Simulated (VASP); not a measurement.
Write the native input for VASP 6.6.1 that does the following.

```
Task                   : single point
Functional             : PBEsol
Potentials or basis    : VASP PAW PBE potentials, release 64 (Zn)
Cutoff                 : 520 eV
k mesh                 : 22 × 22 × 22
Occupations            : gaussian, width 0.15 eV
Spin                   : no spin polarisation
Dipole correction      : no
Further INCAR settings : ALGO = Normal; EDIFF = 1e-06; NBANDS = 12
```

The structure of Zn lies in POSCAR:

```
Zn
1.0
   -1.5568204470      1.5568204470      1.5568204470
    1.5568204470     -1.5568204470      1.5568204470
    1.5568204470      1.5568204470     -1.5568204470
Zn
1
Direct
    0.0000000000      0.0000000000      0.0000000000
```

These files were run (other wordings do the same):

INCAR

```
  PREC = Accurate
  ENCUT = 520
  EDIFF = 1E-6
  ISMEAR = 0
  SIGMA = 0.15
  LREAL = F
  LASPH = T
  NELM = 60
  ALGO = Normal
  ISIF = 2
  LWAVE = F
  LCHARG = F
  GGA = PS
  NBANDS = 12
```

KPOINTS

```
regular mesh
0
Gamma
  22 22 22
```

Potentials or basis: VASP PAW PBE potentials, release 64 (Zn).

Command:

```console
$ cat potpaw_PBE.64/Zn/POTCAR > POTCAR
$ mpirun -np 1 vasp_std > vasp.out
```

Results of the run:

| Property | Result |
| --- | --- |
| Pressure | -3.3 GPa |
| Band gap on the k mesh | zero (band 6 reaches 7.28 eV, above the bottom of band 7 at 2.13 eV) |

Caveat: the PAW data sets were made with another functional, which shifts forces and pressure a little.

Run time: 36 s on 1 thread of Intel(R) Xeon(R) Platinum 8488C (Sapphire Rapids), with other jobs on the host, peak memory 0.17 GiB.
